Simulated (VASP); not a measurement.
Set up this calculation in VASP 6.6.1, as the native input.

| Item | Value |
| --- | --- |
| Task | single point |
| Functional | LDA |
| Potentials or basis | VASP PAW LDA potentials, release 64 (Li_sv, Au) |
| Cutoff | 520 eV |
| k mesh | 8 × 8 × 8 |
| Occupations | fermi-dirac, width 0.1 eV |
| Spin | no spin polarisation |
| Dipole correction | no |
| Further INCAR settings | ALGO = Normal; EDIFF = 1e-06; NBANDS = 18 |

The structure of Li3Au lies in POSCAR:

```
Li3Au
1.0
   -2.0260520000      2.0260520000      3.8010720000
    2.0260520000     -2.0260520000      3.8010720000
    2.0260520000      2.0260520000     -3.8010720000
Li Au
3 1
Direct
    0.7500000000      0.2500000000      0.5000000000
    0.2500000000      0.7500000000      0.5000000000
    0.5000000000      0.5000000000      0.0000000000
    0.0000000000      0.0000000000      0.0000000000
```

The input as run:

INCAR

```
SYSTEM = Li3Au
PREC = Accurate
ENCUT = 520
EDIFF = 1E-6
ISMEAR = -1
SIGMA = 0.1
LREAL = .False.
LASPH = .True.
NELM = 100
ALGO = Normal
ISIF = 2
LWAVE = .False.
LCHARG = .False.
NBANDS = 18
```

KPOINTS

```
regular mesh
0
Gamma
  8 8 8
  0 0 0
```

Potentials or basis: VASP PAW LDA potentials, release 64 (Li_sv, Au).

Run with:

```console
$ cat potpaw_LDA.64/Li_sv/POTCAR potpaw_LDA.64/Au/POTCAR > POTCAR
$ mpirun -np 1 vasp_std > vasp.out
```

It gave:

```
Band gap on the k mesh : zero (bands 10 and 11 overlap by 3.44 eV)
```

Caveat: spin-orbit coupling is left out, which moves the levels of the heavy elements.

Run time: 110 s on 1 thread of AMD EPYC 7R43 64-Core Processor (Zen 3) (shared host), peak memory 0.17 GiB.
